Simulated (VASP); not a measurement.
# NaI in VASP: notebook

Aim: see how the results for NaI move with the level of theory and the settings. Levels: PBE, r2SCAN. Tasks: single point.

Program: VASP 6.6.1. These are calculated values, not measurements. Logs are shortened: lines on timing, memory, paths and dates and some standing lists are left out, and cuts for length are marked.

## Step 1: The cell of the first run

Symmetry: Fm-3m, No. 225, cubic system. The conventional cell has a = 6.589 Å, b = 6.589 Å, c = 6.589 Å, α = 90.00°, β = 90.00°, γ = 90.00°. Na (site symmetry m-3m) has 6 I at 3.29 Å within 4.3 Å. I (site symmetry m-3m) has 6 Na at 3.29 Å within 4.3 Å.

## Step 2: Single point, PBE (strain +2.0%)

INCAR reads:

```
SYSTEM = NaI
ALGO = Normal ; EDIFF = 1E-6
ENCUT = 520 ; GGA = PE
ISIF = 2 ; ISMEAR = -1
LASPH = .TRUE. ; LCHARG = .FALSE.
LREAL = .FALSE. ; LWAVE = .FALSE.
NBANDS = 14 ; NELM = 60
PREC = Accurate ; SIGMA = 0.02
```

KPOINTS reads:

```
k-points
0
G
  8 8 8
  0 0 0
```

POSCAR reads:

```
NaI
1.0
    0.0000000000      3.2943149217      3.2943149217
    3.2943149217      0.0000000000      3.2943149217
    3.2943149217      3.2943149217      0.0000000000
Na I
1 1
Direct
    0.0000000000      0.0000000000      0.0000000000
    0.5000000000      0.5000000000      0.5000000000
```

Potentials or basis: VASP PAW PBE potentials, release 64 (Na_pv, I).

Run with:

```sh
cat potpaw_PBE.64/Na_pv/POTCAR potpaw_PBE.64/I/POTCAR > POTCAR
mpirun -np 1 vasp_std > vasp.out
```

OUTCAR:

```text
SYSTEM = NaI
   EDIFF = 1E-6
   ENCUT = 520
   GGA = PE
   ISIF = 2
   ISMEAR = -1
   LASPH = .TRUE.
   LREAL = .FALSE.
   NELM = 60
   PREC = Accurate

 ion  position               nearest neighbor table
   1  0.000  0.000  0.000-
   2  0.500  0.500  0.500-

  LATTYP: Found a face centered cubic cell.
 ALAT       =     6.5886298434

  Lattice vectors:

 A1 = (   0.0000000000,   3.2943149217,   3.2943149217)
 A2 = (   3.2943149217,   0.0000000000,   3.2943149217)
 A3 = (   3.2943149217,   3.2943149217,   0.0000000000)

Analysis of symmetry for initial positions (statically):
=====================================================================
 Subroutine PRICEL returns:
 Original cell was already a primitive cell.

 Routine SETGRP: Setting up the symmetry group for a
 face centered cubic supercell.

 Subroutine GETGRP returns: Found 48 space group operations
 (whereof 48 operations were pure point group operations)
 out of a pool of 48 trial point group operations.

The static configuration has the point symmetry O_h .

Analysis of symmetry for dynamics (positions and initial velocities):
=====================================================================
 Subroutine PRICEL returns:
 Original cell was already a primitive cell.

 Routine SETGRP: Setting up the symmetry group for a
 face centered cubic supercell.

 Subroutine GETGRP returns: Found 48 space group operations
 (whereof 48 operations were pure point group operations)
 out of a pool of 48 trial point group operations.

The dynamic configuration has the point symmetry O_h .

 Subroutine INISYM returns: Found 48 space group operations
 (whereof 48 operations are pure point group operations),
 and found     1 'primitive' translations

----------------------------------------------------------------------------------------

                                     Primitive cell

  volume of cell :      71.5032

  direct lattice vectors                    reciprocal lattice vectors
     0.000000000  3.294314922  3.294314922    -0.151776625  0.151776625  0.151776625
     3.294314922  0.000000000  3.294314922     0.151776625 -0.151776625  0.151776625
     3.294314922  3.294314922  0.000000000     0.151776625  0.151776625 -0.151776625

  length of vectors
     4.658864841  4.658864841  4.658864841     0.262884826  0.262884826  0.262884826

  position of ions in fractional coordinates (direct lattice)
[... 8 lines left out ...]
----------------------------------------------------------------------------------------

 KPOINTS: k-points

Automatic generation of k-mesh.
 Grid dimensions read from file:
 generate k-points for:    8    8    8

 Generating k-lattice:

  Cartesian coordinates                     Fractional coordinates (reciprocal lattice)
    -0.018972078  0.018972078  0.018972078     0.125000000  0.000000000  0.000000000
     0.018972078 -0.018972078  0.018972078     0.000000000  0.125000000  0.000000000
     0.018972078  0.018972078 -0.018972078     0.000000000  0.000000000  0.125000000

  Length of vectors
     0.032860603  0.032860603  0.032860603

  Shift w.r.t. Gamma in fractional coordinates (k-lattice)
     0.000000000  0.000000000  0.000000000

 Subroutine IBZKPT returns following result:
 ===========================================

 Found     29 irreducible k-points:

 Following reciprocal coordinates:
            Coordinates               Weight
  0.000000  0.000000  0.000000      1.000000
  0.125000  0.000000  0.000000      8.000000
  0.250000  0.000000  0.000000      8.000000
  0.375000  0.000000  0.000000      8.000000
  0.500000  0.000000  0.000000      4.000000
  0.125000  0.125000  0.000000      6.000000
[... 16 lines left out ...]
  0.500000  0.250000  0.125000     48.000000
 -0.375000  0.250000  0.125000     24.000000
 [... further k-points ...]
   k-points           NKPTS =     29   k-points in BZ     NKDIM =     29   number of bands    NBANDS=     14
   number of dos      NEDOS =    301   number of ions     NIONS =      2
   total plane-waves  NPLWV =  46656
   dimension x,y,z NGX =    36 NGY =   36 NGZ =   36
   dimension x,y,z NGXF=    72 NGYF=   72 NGZF=   72
   ions per type =               1   1
   NGX,Y,Z   is equivalent  to a cutoff of  12.85, 12.85, 12.85 a.u.
   NGXF,Y,Z  is equivalent  to a cutoff of  25.69, 25.69, 25.69 a.u.
 SYSTEM =  NaI
   PREC   = accura    normal or accurate (medium, high low for compatibility)
   ISTART =      0    job   : 0-new  1-cont  2-samecut
   ICHARG =      2    charge: 1-file 2-atom 10-const
   ISPIN  =      1    spin polarized calculation?
   LNONCOLLINEAR =      F non collinear calculations
   LSORBIT =      F    spin-orbit coupling
   LASPH  =      T    aspherical Exc in radial PAW
   ENCUT  =  520.0 eV  38.22 Ry    6.18 a.u.   8.66  8.66  8.66*2*pi/ulx,y,z
   NELM   =     60;   NELMIN=  2; NELMDL= -5     # of ELM steps
   EDIFF  = 0.1E-05   stopping-criterion for ELM
   LREAL  =      F    real-space projection
   EDIFFG = 0.1E-04   stopping-criterion for IOM
   NSW    =      0    number of steps for IOM
   IBRION =     -1    ionic relax: 0-MD 1-quasi-New 2-CG
   NFREE  =      0    steps in history (QN), initial steepest desc. (CG)
   ISIF   =      2    stress and relaxation
   ISYM   =      2    0-nonsym 1-usesym 2-fastsym
   POTIM  = 0.5000    time-step for ionic-motion
   TEBEG  =    0.0;   TEEND  =   0.0 temperature during run
   PSTRESS=    0.0 pullay stress
   NELECT =      14.0000    total number of electrons
   NUPDOWN=      -1.0000    fix difference up-down
   EMIN   =  10.00;   EMAX   =-10.00  energy-range for DOS
   EFERMI =   0.00;   METHOD = LEGACY
   ISMEAR =    -1;   SIGMA  =   0.02  broadening in eV -4-tet -1-fermi 0-gaus
   EFERMI_NEDOS =   21; number of points for ismear=-14 and -15
   IALGO  =     38    algorithm
   IMIX   =      4    mixing-type and parameters
     AMIX     =   0.40;   BMIX     =  1.00
     AMIX_MAG =   1.60;   BMIX_MAG =  1.00
  volume/ion in A,a.u.               =      35.75       241.26
  Fermi-wavevector in a.u.,A,eV,Ry     =   0.950625  1.796420 12.295411  0.903687
  Thomas-Fermi vector in A             =   2.079019
   LORBIT       =      0    0 simple, 1 ext, 2 COOP (PROOUT), +10 PAW based schemes
   GGA     = PE    functional components
   LHFCALC =     F    Hartree Fock is set to
   AEXX    =    0.0000 exact exchange contribution
   IVDW    =     0    specifies the selected vdW correction
   LEPSILON=     F    determine dielectric tensor
   LRPA    =     F    only Hartree local field effects (RPA)
 non-spin polarized calculation
  energy-cutoff  :      520.00
  volume of cell :       71.50
 maximum number of plane-waves:      1964
   NGX = 17   NGY = 17   NGZ = 17

 number of electron      14.0000002 magnetization

 Free energy of the ion-electron system (eV)
  ---------------------------------------------------
  ext. energy  EPLUGINS =         0.00000000
  ---------------------------------------------------
  free energy    TOTEN  =        -5.38541296 eV

  energy without entropy =       -5.38541296  energy(sigma->0) =       -5.38541296

 E-fermi :   0.9185     XC(G=0):  -7.4924

 val. band max:        0.4500013159   @ k =   0.0000   0.0000   0.0000
 cond. band min:       3.9555123704   @ k =   0.0000   0.0000   0.0000
 fundamental gap:      3.5055110544
 Fermi energy:         0.9184870966

 k-point     1 :       0.0000    0.0000    0.0000
  band No.  band energies     occupation
      1     -22.0589      2.00000
      2     -22.0589      2.00000
      3     -22.0589      2.00000
      4     -10.4384      2.00000
      5       0.4500      2.00000
      6       0.4500      2.00000
      7       0.4500      2.00000
      8       3.9555      0.00000
      9       8.3745      0.00000
     10       8.3745      0.00000
     11       8.3745      0.00000
     12      10.1076      0.00000
     13      10.1076      0.00000
     14      10.8417      0.00000

 k-point     2 :       0.1250    0.0000    0.0000
  band No.  band energies     occupation
      1     -22.0595      2.00000
      2     -22.0589      2.00000
      3     -22.0589      2.00000
      4     -10.4017      2.00000
      5       0.0292      2.00000
      6       0.4106      2.00000
      7       0.4106      2.00000
      8       4.4497      0.00000
      9       8.0068      0.00000
     10       8.5119      0.00000
     11       8.5119      0.00000
     12       9.6770      0.00000
     13       9.6770      0.00000
     14      11.2278      0.00000

 k-point     3 :       0.2500    0.0000    0.0000
  band No.  band energies     occupation
      1     -22.0609      2.00000
      2     -22.0590      2.00000
      3     -22.0590      2.00000
      4     -10.3099      2.00000
      5      -0.7329      2.00000
      6       0.3196      2.00000
      7       0.3196      2.00000
      8       5.2401      0.00000
      9       7.8417      0.00000
     10       8.3662      0.00000
     11       8.3662      0.00000
     12       9.8973      0.00000
     13       9.8973      0.00000
     14      10.6854      0.00000

 k-point     4 :       0.3750    0.0000    0.0000
  band No.  band energies     occupation
      1     -22.0623      2.00000
      2     -22.0591      2.00000
      3     -22.0591      2.00000
      4     -10.2136      2.00000
      5      -1.3286      2.00000
      6       0.2337      2.00000
      7       0.2337      2.00000
      8       5.5176      0.00000
      9       7.9907      0.00000
     10       7.9907      0.00000
     11       8.4316      0.00000
     12      10.4203      0.00000
     13      11.0671      0.00000
     14      11.0671      0.00000

 k-point     5 :       0.5000    0.0000    0.0000
  band No.  band energies     occupation
      1     -22.0628      2.00000
      2     -22.0592      2.00000
      3     -22.0592      2.00000
      4     -10.1722      2.00000
      5      -1.5481      2.00000
      6       0.1995      2.00000
      7       0.1995      2.00000
      8       5.5262      0.00000
      9       7.8452      0.00000
     10       7.8452      0.00000
     11       8.7922      0.00000
[... 276 lines left out ...]
 k-point    22 :       0.3750    0.2500    0.1250
  band No.  band energies     occupation
      1     -22.0611      2.00000
      2     -22.0597      2.00000
      3     -22.0592      2.00000
      4     -10.2441      2.00000
      5      -0.8671      2.00000
      6      -0.0774      2.00000
      7       0.1906      2.00000
      8       5.9458      0.00000
      9       7.2012      0.00000
     10       7.5120      0.00000
     11       9.0458      0.00000
     12       9.5666      0.00000
     13      11.4783      0.00000
     14      12.7723      0.00000

 k-point    23 :       0.5000    0.2500    0.1250
  band No.  band energies     occupation
      1     -22.0618      2.00000
      2     -22.0601      2.00000
      3     -22.0594      2.00000
      4     -10.1683      2.00000
      5      -1.1684      2.00000
      6      -0.3015      2.00000
      7       0.0750      2.00000
      8       6.3572      0.00000
      9       6.9630      0.00000
     10       7.7683      0.00000
     11       8.8058      0.00000
     12      10.4818      0.00000
     13      12.3011      0.00000
     14      12.4780      0.00000

 k-point    24 :      -0.3750    0.2500    0.1250
  band No.  band energies     occupation
      1     -22.0622      2.00000
      2     -22.0601      2.00000
      3     -22.0595      2.00000
      4     -10.1361      2.00000
      5      -1.2921      2.00000
      6      -0.3721      2.00000
      7       0.0142      2.00000
      8       6.5222      0.00000
      9       6.6516      0.00000
     10       8.5380      0.00000
     11       8.6034      0.00000
     12      10.7888      0.00000
     13      11.6404      0.00000
     14      12.9626      0.00000

 [... further k-points ...]

------------------------ aborting loop because EDIFF is reached ----------------------------------------

  FORCE on cell =-STRESS in cart. coord.  units (eV):
  Direction    XX          YY          ZZ          XY          YZ          ZX
  --------------------------------------------------------------------------------------
  -------------------------------------------------------------------------------------
  Total       -0.1688870     -0.1688870     -0.1688870      0.0000000      0.0000000      0.0000000
  in kB       -3.7842647     -3.7842647     -3.7842647      0.0000000      0.0000000      0.0000000
  external PRESSURE =      -3.7842647 kB  Pullay stress =       0.0000000 kB

 VOLUME and BASIS-vectors are now :
 -----------------------------------------------------------------------------
  energy-cutoff  :      520.00
  volume of cell :       71.50
      direct lattice vectors                 reciprocal lattice vectors
     0.000000000  3.294314922  3.294314922    -0.151776625  0.151776625  0.151776625
     3.294314922  0.000000000  3.294314922     0.151776625 -0.151776625  0.151776625
     3.294314922  3.294314922  0.000000000     0.151776625  0.151776625 -0.151776625

 POSITION                                       TOTAL-FORCE (eV/Angst)
 -----------------------------------------------------------------------------------
      0.00000      0.00000      0.00000         0.000000      0.000000      0.000000
      3.29431      3.29431      3.29431         0.000000      0.000000     -0.000000
 -----------------------------------------------------------------------------------
    total drift:                                0.000000      0.000000      0.000000

  FREE ENERGIE OF THE ION-ELECTRON SYSTEM (eV)
  ---------------------------------------------------
  free  energy   TOTEN  =        -5.3854129560 eV

  energy  without entropy=       -5.3854129560  energy(sigma->0) =       -5.38541296
```

Run time: 26 s. Hardware: 1 thread of Intel Xeon Platinum 8259CL at 2.50GHz (Skylake/Cascade Lake), shared host; peak memory 0.21 GiB.

What came out:

```yaml
Free_energy: -5.3854 eV
Pressure: -0.4 GPa
Band_gap_on_the_k_mesh: 3.51 eV, direct
```

Levels at points of the mesh, in eV from the valence-band top:
| k point | band 5 | band 6 | band 7 | band 8 | band 9 | band 10 |
| --- | --- | --- | --- | --- | --- | --- |
| (0.00, 0.00, 0.00) | 0.00 | 0.00 | 0.00 | 3.51 | 7.92 | 7.92 |
| (0.50, 0.00, 0.00) | -2.00 | -0.25 | -0.25 | 5.08 | 7.40 | 7.40 |
| (0.50, 0.50, 0.00) | -1.73 | -0.68 | -0.68 | 4.45 | 5.64 | 9.54 |

Caveat: the cell differs from its parent crystal (strain +2.0%); spin-orbit coupling is left out, which moves the levels of the heavy elements.

(Part 1 of 2 ends here.)
